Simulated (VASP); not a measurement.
Here is a VASP 6.6.1 calculation.

Contents of INCAR:

```
SYSTEM = S
PREC = Accurate ; ENCUT = 520
EDIFF = 1E-7 ; ISMEAR = -1
SIGMA = 0.06122561905347299 ; LREAL = .FALSE.
LASPH = .TRUE. ; NELM = 100
ALGO = Normal ; ISIF = 2
LWAVE = .FALSE. ; LCHARG = .FALSE.
GGA = PE ; NBANDS = 13
```

Contents of KPOINTS:

```
Automatic mesh
0
G
  16 16 16
  0 0 0
```

File POSCAR:

```
S
1.0
    0.0000000000      2.8371108977      2.8371108977
    2.8371108977      0.0000000000      2.8371108977
    2.8371108977      2.8371108977      0.0000000000
S
2
Direct
    0.0000000000      0.0000000000      0.0000000000
    0.2500000000      0.2500000000      0.2500000000
```

Potentials or basis: VASP PAW PBE potentials, release 64 (S).

Command:

```bash
$ cat potpaw_PBE.64/S/POTCAR > POTCAR
$ mpirun -np 1 vasp_std > vasp.out
```

(1) Predict the band gap on the k mesh.

(2) Predict the pressure.

## Answers

(1) zero (bands 6 and 7 overlap by 1.31 eV).

(2) 2.9 GPa.
